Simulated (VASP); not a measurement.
# I (Im-3m) in VASP: a series of runs

I is run at these levels: PBE; tasks: single point.

Program: VASP 6.6.1. These are calculated values, not measurements. Logs are shortened: lines on timing, memory, paths and dates and some standing lists are left out, and cuts for length are marked.

## Step 1: The cell of the first run

The structure is cubic, space group Im-3m (No. 229). Conventional cell: a = 3.069 Å, b = 3.069 Å, c = 3.069 Å, α = 90.00°, β = 90.00°, γ = 90.00°. I (site symmetry m-3m) has 14 I at 2.66 to 3.07 Å within 3.5 Å.

## Step 2: Single point, PBE (volume scaled by 0.4)

INCAR

```
SYSTEM = I
ALGO = Normal
EDIFF = 1E-6
ENCUT = 520
GGA = PE
ISIF = 2
ISMEAR = -1
LASPH = .TRUE.
LCHARG = .TRUE.
LELF = .TRUE.
LREAL = .FALSE.
LVHAR = .TRUE.
LWAVE = .FALSE.
NBANDS = 10
NELM = 100
PREC = Accurate
SIGMA = 0.1
```

KPOINTS

```
k-points
0
G
  13 13 13
  0 0 0
```

POSCAR

```
I
1.0
   -1.5347347282      1.5347347282      1.5347347282
    1.5347347282     -1.5347347282      1.5347347282
    1.5347347282      1.5347347282     -1.5347347282
I
1
Direct
    0.0000000000      0.0000000000      0.0000000000
```

Potentials or basis: VASP PAW PBE potentials, release 64 (I).

The run is started by

```console
cat potpaw_PBE.64/I/POTCAR > POTCAR
mpirun -np 1 vasp_std > vasp.out
```

OUTCAR:

```text
SYSTEM = I
   EDIFF = 1E-6
   ENCUT = 520
   GGA = PE
   ISIF = 2
   ISMEAR = -1
   LASPH = .TRUE.
   LREAL = .FALSE.
   NELM = 100
   PREC = Accurate

 ion  position               nearest neighbor table
   1  0.000  0.000  0.000-

  LATTYP: Found a body centered cubic cell.
 ALAT       =     3.0694694564

  Lattice vectors:

 A1 = (  -1.5347347282,   1.5347347282,   1.5347347282)
 A2 = (   1.5347347282,  -1.5347347282,   1.5347347282)
 A3 = (   1.5347347282,   1.5347347282,  -1.5347347282)

Analysis of symmetry for initial positions (statically):
=====================================================================
 Subroutine PRICEL returns:
 Original cell was already a primitive cell.

 Routine SETGRP: Setting up the symmetry group for a
 body centered cubic supercell.

 Subroutine GETGRP returns: Found 48 space group operations
[... 9 lines left out ...]

 Routine SETGRP: Setting up the symmetry group for a
 body centered cubic supercell.

 Subroutine GETGRP returns: Found 48 space group operations
[... 11 lines left out ...]
                                     Primitive cell

  volume of cell :      14.4597

  direct lattice vectors                    reciprocal lattice vectors
    -1.534734728  1.534734728  1.534734728     0.000000000  0.325789200  0.325789200
     1.534734728 -1.534734728  1.534734728     0.325789200  0.000000000  0.325789200
     1.534734728  1.534734728 -1.534734728     0.325789200  0.325789200  0.000000000

  length of vectors
     2.658238525  2.658238525  2.658238525     0.460735506  0.460735506  0.460735506

  position of ions in fractional coordinates (direct lattice)
     0.000000000  0.000000000  0.000000000

  ion indices of the primitive-cell ions
   primitive index   ion index
                 1           1

----------------------------------------------------------------------------------------

 KPOINTS: k-points

Automatic generation of k-mesh.
 Grid dimensions read from file:
 generate k-points for:   13   13   13

 Generating k-lattice:

  Cartesian coordinates                     Fractional coordinates (reciprocal lattice)
     0.000000000  0.025060708  0.025060708     0.076923077  0.000000000  0.000000000
     0.025060708  0.000000000  0.025060708     0.000000000  0.076923077  0.000000000
     0.025060708  0.025060708  0.000000000     0.000000000  0.000000000  0.076923077

[... 49 lines left out ...]
   ICHARG =      2    charge: 1-file 2-atom 10-const
   ISPIN  =      1    spin polarized calculation?
   LNONCOLLINEAR =      F non collinear calculations
   LSORBIT =      F    spin-orbit coupling
   LASPH  =      T    aspherical Exc in radial PAW
   ENCUT  =  520.0 eV  38.22 Ry    6.18 a.u.   4.94  4.94  4.94*2*pi/ulx,y,z
   NELM   =    100;   NELMIN=  2; NELMDL= -5     # of ELM steps
   EDIFF  = 0.1E-05   stopping-criterion for ELM
   LREAL  =      F    real-space projection
   EDIFFG = 0.1E-04   stopping-criterion for IOM
   NSW    =      0    number of steps for IOM
   IBRION =     -1    ionic relax: 0-MD 1-quasi-New 2-CG
   NFREE  =      0    steps in history (QN), initial steepest desc. (CG)
   ISIF   =      2    stress and relaxation
   ISYM   =      2    0-nonsym 1-usesym 2-fastsym
   POTIM  = 0.5000    time-step for ionic-motion
   TEBEG  =    0.0;   TEEND  =   0.0 temperature during run
   PSTRESS=    0.0 pullay stress
   NELECT =       7.0000    total number of electrons
   NUPDOWN=      -1.0000    fix difference up-down
   EMIN   =  10.00;   EMAX   =-10.00  energy-range for DOS
   EFERMI =   0.00;   METHOD = LEGACY
   ISMEAR =    -1;   SIGMA  =   0.10  broadening in eV -4-tet -1-fermi 0-gaus
   EFERMI_NEDOS =   21; number of points for ismear=-14 and -15
   IALGO  =     38    algorithm
   IMIX   =      4    mixing-type and parameters
     AMIX     =   0.40;   BMIX     =  1.00
     AMIX_MAG =   1.60;   BMIX_MAG =  1.00
  volume/ion in A,a.u.               =      14.46        97.58
  Fermi-wavevector in a.u.,A,eV,Ry     =   1.285447  2.429143 22.481915  1.652374
  Thomas-Fermi vector in A             =   2.417581
   LORBIT       =      0    0 simple, 1 ext, 2 COOP (PROOUT), +10 PAW based schemes
   GGA     = PE    functional components
   LHFCALC =     F    Hartree Fock is set to
   AEXX    =    0.0000 exact exchange contribution
   IVDW    =     0    specifies the selected vdW correction
   LEPSILON=     F    determine dielectric tensor
   LRPA    =     F    only Hartree local field effects (RPA)
 non-spin polarized calculation
  energy-cutoff  :      520.00
  volume of cell :       14.46
 maximum number of plane-waves:       402
   NGX =  9   NGY =  9   NGZ =  9

 number of electron       7.0000001 magnetization

 Free energy of the ion-electron system (eV)
  ---------------------------------------------------
  ext. energy  EPLUGINS =         0.00000000
  ---------------------------------------------------
  free energy    TOTEN  =         4.66977924 eV

  energy without entropy =        4.69082901  energy(sigma->0) =        4.68030413

 E-fermi :  21.6015     XC(G=0): -13.4822

 val. band max:       21.5885976431   @ k =   0.4615   0.0769   0.0000
 cond. band min:      21.6067688860   @ k =   0.1538   0.0769   0.0769
 fundamental gap:      0.0181712429
 Fermi energy:        21.6014688306

 k-point     1 :       0.0000    0.0000    0.0000
  band No.  band energies     occupation
      1      -2.3680      2.00000
      2      26.8180      0.00000
      3      26.8180      0.00000
      4      26.8180      0.00000
      5      31.2614      0.00000
      6      31.2614      0.00000
      7      31.2614      0.00000
      8      31.8420      0.00000
      9      31.8420      0.00000
     10      31.8420      0.00000
[... 287 lines left out ...]
 k-point    24 :       0.2308    0.0769    0.0769
  band No.  band energies     occupation
      1       1.2308      2.00000
      2      14.3307      2.00000
      3      18.9068      2.00000
      4      20.6080      1.99990
      5      30.1833      0.00000
      6      30.2084      0.00000
      7      33.5623      0.00000
      8      35.3893      0.00000
      9      38.5555      0.00000
     10      38.5871      0.00000

 [... further k-points ...]
[... 5 lines left out ...]
  --------------------------------------------------------------------------------------
  -------------------------------------------------------------------------------------
  Total       18.0487206     18.0487206     18.0487206     -0.0000000     -0.0000000      0.0000000
  in kB     1999.8482926   1999.8482926   1999.8482926     -0.0000000     -0.0000000      0.0000000
  external PRESSURE =    1999.8482926 kB  Pullay stress =       0.0000000 kB

 VOLUME and BASIS-vectors are now :
 -----------------------------------------------------------------------------
  energy-cutoff  :      520.00
  volume of cell :       14.46
      direct lattice vectors                 reciprocal lattice vectors
    -1.534734728  1.534734728  1.534734728     0.000000000  0.325789200  0.325789200
     1.534734728 -1.534734728  1.534734728     0.325789200  0.000000000  0.325789200
     1.534734728  1.534734728 -1.534734728     0.325789200  0.325789200  0.000000000

 POSITION                                       TOTAL-FORCE (eV/Angst)
 -----------------------------------------------------------------------------------
      0.00000      0.00000      0.00000        -0.000000      0.000000      0.000000
 -----------------------------------------------------------------------------------
    total drift:                                0.000000      0.000000      0.000000

  FREE ENERGIE OF THE ION-ELECTRON SYSTEM (eV)
  ---------------------------------------------------
  free  energy   TOTEN  =         4.6697792432 eV

  energy  without entropy=        4.6908290147  energy(sigma->0) =        4.68030413
```

Run time: 5.7 s. Hardware: 1 thread of AMD EPYC 9R45 (Zen 5), shared host; peak memory 0.1 GiB.

Results:

- Free energy: 4.6698 eV
- Pressure: 200.0 GPa

Caveat: spin-orbit coupling is left out, which moves the levels of the heavy elements; an odd number of electrons without spin polarisation forces a metal; a magnetic or distorted state may lie lower.

## Step 3: Single point, PBE (volume scaled by 0.4)

INCAR

```
PREC = Accurate
ENCUT = 520
EDIFF = 1E-6
ISMEAR = -1
SIGMA = 0.1
LREAL = False
LASPH = True
NELM = 100
ALGO = Normal
ISIF = 2
LWAVE = False
LCHARG = False
GGA = PE
NBANDS = 10
```

KPOINTS

```
Automatic mesh
0
Gamma
  13 13 13
```

POSCAR is that of step 2.

Potentials or basis: VASP PAW PBE potentials, release 64 (I).

The run is started by

```console
cat potpaw_PBE.64/I/POTCAR > POTCAR
mpirun -np 1 vasp_std > vasp.out
```

OUTCAR:

```text
PREC = Accurate
   ENCUT = 520
   EDIFF = 1E-6
   ISMEAR = -1
   LREAL = False
   LASPH = True
   NELM = 100
   ISIF = 2
   GGA = PE

 ion  position               nearest neighbor table
   1  0.000  0.000  0.000-

  LATTYP: Found a body centered cubic cell.
 ALAT       =     3.0694694564

  Lattice vectors:

 A1 = (  -1.5347347282,   1.5347347282,   1.5347347282)
 A2 = (   1.5347347282,  -1.5347347282,   1.5347347282)
 A3 = (   1.5347347282,   1.5347347282,  -1.5347347282)

Analysis of symmetry for initial positions (statically):
=====================================================================
 Subroutine PRICEL returns:
 Original cell was already a primitive cell.

 Routine SETGRP: Setting up the symmetry group for a
 body centered cubic supercell.

 Subroutine GETGRP returns: Found 48 space group operations
[... 9 lines left out ...]

 Routine SETGRP: Setting up the symmetry group for a
 body centered cubic supercell.

 Subroutine GETGRP returns: Found 48 space group operations
[... 11 lines left out ...]
                                     Primitive cell

[... 131 lines left out ...]
  free energy    TOTEN  =         4.66977924 eV

  energy without entropy =        4.69082901  energy(sigma->0) =        4.68030413

 E-fermi :  21.6015     XC(G=0): -13.4822

 val. band max:       21.5885976431   @ k =   0.4615   0.0769   0.0000
 cond. band min:      21.6067688860   @ k =   0.1538   0.0769   0.0769
 fundamental gap:      0.0181712429
 Fermi energy:        21.6014688306

 k-point     1 :       0.0000    0.0000    0.0000
  band No.  band energies     occupation
      1      -2.3680      2.00000
      2      26.8180      0.00000
      3      26.8180      0.00000
      4      26.8180      0.00000
      5      31.2614      0.00000
      6      31.2614      0.00000
      7      31.2614      0.00000
      8      31.8420      0.00000
      9      31.8420      0.00000
     10      31.8420      0.00000
[... 287 lines left out ...]
 k-point    24 :       0.2308    0.0769    0.0769
  band No.  band energies     occupation
      1       1.2308      2.00000
      2      14.3307      2.00000
      3      18.9068      2.00000
      4      20.6080      1.99990
      5      30.1833      0.00000
      6      30.2084      0.00000
      7      33.5623      0.00000
      8      35.3893      0.00000
      9      38.5555      0.00000
     10      38.5871      0.00000

 [... further k-points ...]
[... 5 lines left out ...]
  --------------------------------------------------------------------------------------
  -------------------------------------------------------------------------------------
  Total       18.0487206     18.0487206     18.0487206     -0.0000000     -0.0000000      0.0000000
  in kB     1999.8482926   1999.8482926   1999.8482926     -0.0000000     -0.0000000      0.0000000
  external PRESSURE =    1999.8482926 kB  Pullay stress =       0.0000000 kB

 VOLUME and BASIS-vectors are now :
 -----------------------------------------------------------------------------
  energy-cutoff  :      520.00
  volume of cell :       14.46
      direct lattice vectors                 reciprocal lattice vectors
    -1.534734728  1.534734728  1.534734728     0.000000000  0.325789200  0.325789200
     1.534734728 -1.534734728  1.534734728     0.325789200  0.000000000  0.325789200
     1.534734728  1.534734728 -1.534734728     0.325789200  0.325789200  0.000000000

 POSITION                                       TOTAL-FORCE (eV/Angst)
 -----------------------------------------------------------------------------------
      0.00000      0.00000      0.00000        -0.000000      0.000000      0.000000
 -----------------------------------------------------------------------------------
    total drift:                                0.000000      0.000000      0.000000

  FREE ENERGIE OF THE ION-ELECTRON SYSTEM (eV)
  ---------------------------------------------------
  free  energy   TOTEN  =         4.6697792432 eV

  energy  without entropy=        4.6908290147  energy(sigma->0) =        4.68030413
```

stdout:

```text
POSCAR found type information on POSCAR I
 POSCAR found :  1 types and       1 ions
 scaLAPACK will be used
 LDA part: xc-table for (Slater+PW92), standard interpolation
 POSCAR, INCAR and KPOINTS ok, starting setup
 FFT: planning ... GRIDC
 FFT: planning ... GRID_SOFT
 FFT: planning ... GRID
 WAVECAR not read
 entering main loop
```

Run time: 5.4 s. Hardware: 1 thread of AMD EPYC 9R45 (Zen 5), shared host; peak memory 0.1 GiB.

What came out:

```yaml
Free_energy: 4.6698 eV
Pressure: 200.0 GPa
```

Caveat: spin-orbit coupling is left out, which moves the levels of the heavy elements; an odd number of electrons without spin polarisation forces a metal; a magnetic or distorted state may lie lower.

(Continued in part 2 of 2.)
